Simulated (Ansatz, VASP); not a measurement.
Sb in VASP and in Ansatz

```
Sb
1.0
     5.12943    0.00000    0.00000
     0.00000    4.24008    0.00000
     0.00000    0.00000   29.02170
Sb
4
Direct
  0.05942 0.00000 0.37522
  0.44058 0.50000 0.37522
  0.55942 0.50000 0.27947
  0.94058 0.00000 0.27947
```

Alike in both runs: task single point; functional PBE; k mesh 6 × 6 × 1; occupations fermi-dirac, width 0.02 eV; no spin polarisation.

|  | VASP | Ansatz |
| --- | --- | --- |
| version | VASP 6.6.1 | Ansatz 0.2.0 |
| potentials or method | VASP PAW PBE potentials, release 64 (Sb) | plane waves, PAW |
| plane-wave cutoff (eV) | 520 | 420 |
| valence electrons in the cell | 20 | 60 |

VASP gave:

* rms of the force components (eV/Å): 0.178

Estimate Ansatz's values.

rms of the force components (eV/Å): 0.147.

Atom by atom the forces differ by 0.030 eV/Å (rms over components). The functional is the same, so the differences come from potentials, cutoffs and numerics. VASP's potentials hold 20 valence electrons a cell and Ansatz's 60, so a difference there can come from the potentials and not from the codes.

Spin-orbit coupling is off throughout.
